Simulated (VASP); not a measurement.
# MgO (I4mm) in VASP: further runs, part 3 of 3

VASP 6.6.1. The steps go on from the part before.

## Step 6: Single point, PBEsol

This run uses another cell than the first one, of 10.08 Å³/atom, 1.162 times its volume.

Input file INCAR:

```
SYSTEM = MgO
PREC = Accurate
ENCUT = 520
EDIFF = 1E-7
ISMEAR = 0
SIGMA = 0.05
LREAL = .FALSE.
LASPH = .TRUE.
NELM = 60
ALGO = Normal
ISIF = 2
LWAVE = .FALSE.
LCHARG = .FALSE.
GGA = PS
NBANDS = 11
```

Input file KPOINTS:

```
regular mesh
0
G
  10 10 10
  0 0 0
```

Input file POSCAR:

```
MgO
1.0
    0.0000000000      2.1602858632      2.1602858632
    2.1602858632      0.0000000000      2.1602858632
    2.1602858632      2.1602858632      0.0000000000
Mg O
1 1
Direct
    0.0063090101      0.0063090101     -0.0063090101
    0.4904156203      0.4904156203      0.5095843797
```

Potentials or basis: VASP PAW PBE potentials, release 64 (Mg, O).

Launch:

```console
> cat potpaw_PBE.64/Mg/POTCAR potpaw_PBE.64/O/POTCAR > POTCAR
> mpirun -np 1 vasp_std > vasp.out
```

OUTCAR:

```text
SYSTEM = MgO
   PREC = Accurate
   ENCUT = 520
   EDIFF = 1E-7
   ISMEAR = 0
   LREAL = .FALSE.
   LASPH = .TRUE.
   NELM = 60
   ISIF = 2
   GGA = PS

 ion  position               nearest neighbor table
   1  0.006  0.006  0.994-   2 2.09   2 2.16   2 2.16   2 2.16   2 2.16   2 2.23
   2  0.490  0.490  0.510-   1 2.09   1 2.16   1 2.16   1 2.16   1 2.16   1 2.23

  LATTYP: Found a face centered cubic cell.
 ALAT       =     4.3205717264

  Lattice vectors:

 A1 = (   0.0000000000,   2.1602858632,   2.1602858632)
 A2 = (   2.1602858632,   0.0000000000,   2.1602858632)
 A3 = (   2.1602858632,   2.1602858632,   0.0000000000)

Analysis of symmetry for initial positions (statically):
=====================================================================
 Subroutine PRICEL returns:
 Original cell was already a primitive cell.

 Routine SETGRP: Setting up the symmetry group for a
 face centered cubic supercell.

 Subroutine GETGRP returns: Found  8 space group operations
 (whereof  8 operations were pure point group operations)
 out of a pool of 48 trial point group operations.

The static configuration has the point symmetry C_4v.

Analysis of symmetry for dynamics (positions and initial velocities):
=====================================================================
 Subroutine PRICEL returns:
 Original cell was already a primitive cell.

 Routine SETGRP: Setting up the symmetry group for a
 face centered cubic supercell.

 Subroutine GETGRP returns: Found  8 space group operations
 (whereof  8 operations were pure point group operations)
 out of a pool of 48 trial point group operations.

The dynamic configuration has the point symmetry C_4v.

 Subroutine INISYM returns: Found  8 space group operations
 (whereof  8 operations are pure point group operations),
 and found     1 'primitive' translations

----------------------------------------------------------------------------------------

                                     Primitive cell

  volume of cell :      20.1634

  direct lattice vectors                    reciprocal lattice vectors
     0.000000000  2.160285863  2.160285863    -0.231450850  0.231450850  0.231450850
     2.160285863  0.000000000  2.160285863     0.231450850 -0.231450850  0.231450850
     2.160285863  2.160285863  0.000000000     0.231450850  0.231450850 -0.231450850

  length of vectors
     3.055105566  3.055105566  3.055105566     0.400884632  0.400884632  0.400884632

  position of ions in fractional coordinates (direct lattice)
     0.006309010  0.006309010  0.993690990
     0.490415620  0.490415620  0.509584380

  ion indices of the primitive-cell ions
   primitive index   ion index
                 1           1
                 2           2

----------------------------------------------------------------------------------------

 KPOINTS: regular mesh

Automatic generation of k-mesh.
 Grid dimensions read from file:
 generate k-points for:   10   10   10

 Generating k-lattice:

  Cartesian coordinates                     Fractional coordinates (reciprocal lattice)
    -0.023145085  0.023145085  0.023145085     0.100000000  0.000000000  0.000000000
     0.023145085 -0.023145085  0.023145085     0.000000000  0.100000000  0.000000000
     0.023145085  0.023145085 -0.023145085     0.000000000  0.000000000  0.100000000

  Length of vectors
     0.040088463  0.040088463  0.040088463

  Shift w.r.t. Gamma in fractional coordinates (k-lattice)
     0.000000000  0.000000000  0.000000000

 Subroutine IBZKPT returns following result:
 ===========================================

 Found    102 irreducible k-points:

 Following reciprocal coordinates:
            Coordinates               Weight
  0.000000  0.000000  0.000000      1.000000
  0.100000  0.000000  0.000000      8.000000
  0.200000  0.000000  0.000000      8.000000
  0.300000  0.000000  0.000000      8.000000
  0.400000  0.000000  0.000000      8.000000
  0.500000  0.000000  0.000000      4.000000
[... 16 lines left out ...]
 -0.100000  0.100000  0.000000      4.000000
  0.000000 -0.100000  0.100000      8.000000
 [... further k-points ...]
   k-points           NKPTS =    102   k-points in BZ     NKDIM =    102   number of bands    NBANDS=     11
   number of dos      NEDOS =    301   number of ions     NIONS =      2
   total plane-waves  NPLWV =  13824
   dimension x,y,z NGX =    24 NGY =   24 NGZ =   24
   dimension x,y,z NGXF=    48 NGYF=   48 NGZF=   48
   ions per type =               1   1
   NGX,Y,Z   is equivalent  to a cutoff of  13.06, 13.06, 13.06 a.u.
   NGXF,Y,Z  is equivalent  to a cutoff of  26.12, 26.12, 26.12 a.u.
 SYSTEM =  MgO
   PREC   = accura    normal or accurate (medium, high low for compatibility)
   ISTART =      0    job   : 0-new  1-cont  2-samecut
   ICHARG =      2    charge: 1-file 2-atom 10-const
   ISPIN  =      1    spin polarized calculation?
   LNONCOLLINEAR =      F non collinear calculations
   LSORBIT =      F    spin-orbit coupling
   LASPH  =      T    aspherical Exc in radial PAW
   ENCUT  =  520.0 eV  38.22 Ry    6.18 a.u.   5.68  5.68  5.68*2*pi/ulx,y,z
   NELM   =     60;   NELMIN=  2; NELMDL= -5     # of ELM steps
   EDIFF  = 0.1E-06   stopping-criterion for ELM
   LREAL  =      F    real-space projection
   EDIFFG = 0.1E-05   stopping-criterion for IOM
   NSW    =      0    number of steps for IOM
   IBRION =     -1    ionic relax: 0-MD 1-quasi-New 2-CG
   NFREE  =      0    steps in history (QN), initial steepest desc. (CG)
   ISIF   =      2    stress and relaxation
   ISYM   =      2    0-nonsym 1-usesym 2-fastsym
   POTIM  = 0.5000    time-step for ionic-motion
   TEBEG  =    0.0;   TEEND  =   0.0 temperature during run
   PSTRESS=    0.0 pullay stress
   NELECT =       8.0000    total number of electrons
   NUPDOWN=      -1.0000    fix difference up-down
   EMIN   =  10.00;   EMAX   =-10.00  energy-range for DOS
   EFERMI =   0.00;   METHOD = LEGACY
   ISMEAR =     0;   SIGMA  =   0.05  broadening in eV -4-tet -1-fermi 0-gaus
   EFERMI_NEDOS =   21; number of points for ismear=-14 and -15
   IALGO  =     38    algorithm
   IMIX   =      4    mixing-type and parameters
     AMIX     =   0.40;   BMIX     =  1.00
     AMIX_MAG =   1.60;   BMIX_MAG =  1.00
  volume/ion in A,a.u.               =      10.08        68.03
  Fermi-wavevector in a.u.,A,eV,Ry     =   1.202957  2.273260 19.689081  1.447107
  Thomas-Fermi vector in A             =   2.338724
   LORBIT       =      0    0 simple, 1 ext, 2 COOP (PROOUT), +10 PAW based schemes
   GGA     = PS    functional components
   LHFCALC =     F    Hartree Fock is set to
   AEXX    =    0.0000 exact exchange contribution
   IVDW    =     0    specifies the selected vdW correction
   LEPSILON=     F    determine dielectric tensor
   LRPA    =     F    only Hartree local field effects (RPA)
 non-spin polarized calculation
 Gauss-broadening in eV      SIGMA  =   0.05
  energy-cutoff  :      520.00
  volume of cell :       20.16
 maximum number of plane-waves:       552
   NGX = 11   NGY = 11   NGZ = 11

 number of electron       8.0000003 magnetization

 Free energy of the ion-electron system (eV)
  ---------------------------------------------------
  ext. energy  EPLUGINS =         0.00000000
  ---------------------------------------------------
  free energy    TOTEN  =       -12.45178752 eV

  energy without entropy =      -12.45178752  energy(sigma->0) =      -12.45178752

 E-fermi :   2.8164     XC(G=0): -10.9451

 val. band max:        2.5144487980   @ k =   0.0000   0.0000   0.0000
 cond. band min:       6.4472171172   @ k =   0.0000   0.0000   0.0000
 fundamental gap:      3.9327683192
 Fermi energy:         2.8164334602

 k-point     1 :       0.0000    0.0000    0.0000
  band No.  band energies     occupation
      1     -14.3125      2.00000
      2       2.5076      2.00000
      3       2.5144      2.00000
      4       2.5144      2.00000
      5       6.4472      0.00000
      6      17.7325      0.00000
      7      17.7409      0.00000
      8      17.7409      0.00000
      9      21.3631      0.00000
     10      23.1716      0.00000
     11      23.1787      0.00000
[... 309 lines left out ...]
 k-point    24 :       0.0000   -0.1000    0.1000
  band No.  band energies     occupation
      1     -14.0709      2.00000
      2       1.1668      2.00000
      3       2.2069      2.00000
      4       2.4124      2.00000
      5       7.8866      0.00000
      6      15.4398      0.00000
      7      17.9807      0.00000
      8      18.3757      0.00000
      9      20.9687      0.00000
     10      22.4253      0.00000
     11      24.2039      0.00000

 [... further k-points ...]

------------------------ aborting loop because EDIFF is reached ----------------------------------------

  FORCE on cell =-STRESS in cart. coord.  units (eV):
  Direction    XX          YY          ZZ          XY          YZ          ZX
  --------------------------------------------------------------------------------------
  -------------------------------------------------------------------------------------
  Total       -1.3515750     -1.3515750     -1.1966976      0.0000000      0.0000000      0.0000000
  in kB     -107.3957413   -107.3957413    -95.0892286      0.0000000      0.0000000      0.0000000
  external PRESSURE =    -103.2935704 kB  Pullay stress =       0.0000000 kB

 VOLUME and BASIS-vectors are now :
 -----------------------------------------------------------------------------
  energy-cutoff  :      520.00
  volume of cell :       20.16
      direct lattice vectors                 reciprocal lattice vectors
     0.000000000  2.160285863  2.160285863    -0.231450850  0.231450850  0.231450850
     2.160285863  0.000000000  2.160285863     0.231450850 -0.231450850  0.231450850
     2.160285863  2.160285863  0.000000000     0.231450850  0.231450850 -0.231450850

 POSITION                                       TOTAL-FORCE (eV/Angst)
 -----------------------------------------------------------------------------------
      2.16029      2.16029      0.02726         0.000000      0.000000     -0.258908
      2.16029      2.16029      2.11888         0.000000      0.000000      0.258908
 -----------------------------------------------------------------------------------
    total drift:                                0.000000      0.000000     -0.000024

  FREE ENERGIE OF THE ION-ELECTRON SYSTEM (eV)
  ---------------------------------------------------
  free  energy   TOTEN  =       -12.4517875224 eV

  energy  without entropy=      -12.4517875224  energy(sigma->0) =      -12.45178752
```

OSZICAR:

```text
N       E                     dE             d eps       ncg     rms          rms(c)
DAV:   1     0.130688085120E+02    0.13069E+02   -0.45693E+03  2492   0.643E+02
DAV:   2    -0.132161523105E+02   -0.26285E+02   -0.25747E+02  2665   0.133E+02
DAV:   3    -0.138358553817E+02   -0.61970E+00   -0.61908E+00  2722   0.177E+01
DAV:   4    -0.138374227304E+02   -0.15673E-02   -0.15673E-02  2454   0.102E+00
DAV:   5    -0.138374279115E+02   -0.51810E-05   -0.51810E-05  2640   0.575E-02    0.662E+00
DAV:   6    -0.124944224297E+02    0.13430E+01   -0.81964E+00  2337   0.151E+01    0.232E+00
DAV:   7    -0.124668905531E+02    0.27532E-01   -0.74340E-02  2481   0.227E+00    0.132E+00
DAV:   8    -0.124523240734E+02    0.14566E-01   -0.30404E-02  2364   0.191E+00    0.257E-01
DAV:   9    -0.124519085546E+02    0.41552E-03   -0.53525E-04  2586   0.164E-01    0.155E-01
DAV:  10    -0.124517855152E+02    0.12304E-03   -0.54732E-04  2496   0.177E-01    0.698E-03
DAV:  11    -0.124517866327E+02   -0.11175E-05   -0.45313E-06  2496   0.165E-02    0.339E-03
DAV:  12    -0.124517874346E+02   -0.80186E-06   -0.73511E-07  2604   0.644E-03    0.180E-03
DAV:  13    -0.124517875224E+02   -0.87858E-07   -0.34219E-08  1293   0.178E-03
   1 F= -.12451788E+02 E0= -.12451788E+02  d E =-.888476E-20
```

stdout:

```text
POSCAR found type information on POSCAR MgO
 POSCAR found :  2 types and       2 ions
 scaLAPACK will be used
 -----------------------------------------------------------------------------
|                                                                             |
|                                                                             |
|     You enforced a specific xc type in the INCAR file but a different       |
|     I HOPE YOU KNOW WHAT YOU ARE DOING!                                     |
|                                                                             |
 -----------------------------------------------------------------------------

 LDA part: xc-table for (Slater+PW92), standard interpolation
 POSCAR, INCAR and KPOINTS ok, starting setup
 FFT: planning ... GRIDC
 FFT: planning ... GRID_SOFT
 FFT: planning ... GRID
 WAVECAR not read
 entering main loop
```

Run time: 20 s. Hardware: 1 thread of Intel Xeon 8259CL, shared host; peak memory 0.16 GiB.

What came out:

```
Free energy            : -12.4518 eV
Pressure               : -10.3 GPa
Largest force          : 0.259 eV/Å
Band gap on the k mesh : 3.93 eV, direct
```

Forces on the atoms (eV/Å):
```
Mg   0.000  0.000 -0.259
O    0.000  0.000  0.259
```

Stress tensor (GPa, compression positive):
```
-10.74   0.00   0.00
  0.00 -10.74   0.00
  0.00   0.00  -9.51
```

Levels at points of the mesh, in eV from the valence-band top:
```csv
k point,band 1,band 2,band 3,band 4,band 5,band 6,band 7,band 8
"(0.00, 0.00, 0.00)",-16.83,-0.01,0.00,0.00,3.93,15.22,15.23,15.23
"(0.50, 0.00, 0.00)",-15.70,-4.35,-0.58,-0.58,7.28,11.65,15.41,15.43
"(0.50, 0.50, 0.00)",-15.46,-3.83,-1.26,-1.26,8.83,9.06,12.20,17.73
"(0.00, 0.50, 0.50)",-15.46,-3.83,-1.26,-1.26,8.84,9.06,12.20,17.72
```

Caveat: the PAW data sets were made with another functional, which shifts forces and pressure a little.

## Step 7: The runs side by side

| cell | gap on the mesh (eV) | pressure (GPa) | largest force (eV/Å) |
| --- | --- | --- | --- |
| a = 2.906 Å, angles 60.0°, 2 atoms | 5.38 | 14.0 | 0.51 |
| a = 2.931 Å, angles 60.0°, 2 atoms | 5.11 | 8.8 | 0.46 |
| a = 2.956 Å, angles 60.0°, 2 atoms | 4.86 | 4.0 | 0.41 |
| a = 3.005 Å, angles 60.0°, 2 atoms | 4.38 | -4.0 | 0.33 |
| a = 3.055 Å, angles 60.0°, 2 atoms | 3.93 | -10.3 | 0.26 |

Alike in all rows: task single point; level PBEsol; potentials or basis VASP PAW PBE potentials, release 64 (Mg, O); no spin polarisation; k mesh 10 × 10 × 10; cutoff (eV) 520; smearing gaussian 0.05 eV.

Caveats: the PAW data sets were made with another functional, which shifts forces and pressure a little.

Absolute energies hang on the potentials; compare differences alone.
